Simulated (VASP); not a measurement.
Crystal: SnO.

```
Sn O
1.0
     3.76215    0.00000    0.00000
     0.00000    3.76215    0.00000
     0.00000    0.00000    4.82087
Sn O
2 2
Direct
  0.50000 0.00000 0.76463
  0.00000 0.50000 0.23537
  0.00000 0.00000 0.00000
  0.50000 0.50000 0.00000
```

This cell differs from its parent crystal: volume scaled by 0.96.

Base run:

```yaml
Program: VASP 6.6.1
Functional: PBEsol
Potentials_or_basis: VASP PAW PBE potentials, release 64 (Sn_d, O)
Cutoff: 520 eV
k_mesh: 7 × 7 × 6
Occupations: fermi-dirac, width 0.05 eV
Spin: no spin polarisation
```

Its results: band gap on the k mesh 0.22 eV, indirect (least direct gap 1.94 eV); pressure 3.9 GPa; largest force 0.764 eV/Å.

The run is repeated on the same cell with these changes: functional from PBEsol to LDA; potentials or basis from VASP PAW PBE potentials, release 64 (Sn_d, O) to VASP PAW LDA potentials, release 64 (Sn_d, O). What comes out?

Band gap on the k mesh 0.31 eV, indirect (least direct gap 1.95 eV); pressure 1.0 GPa; largest force 0.460 eV/Å.

Caveats: spin-orbit coupling is left out, which moves the levels of the heavy elements; the PAW data sets were made with another functional, which shifts forces and pressure a little (some runs).

A k mesh can miss the band edges.
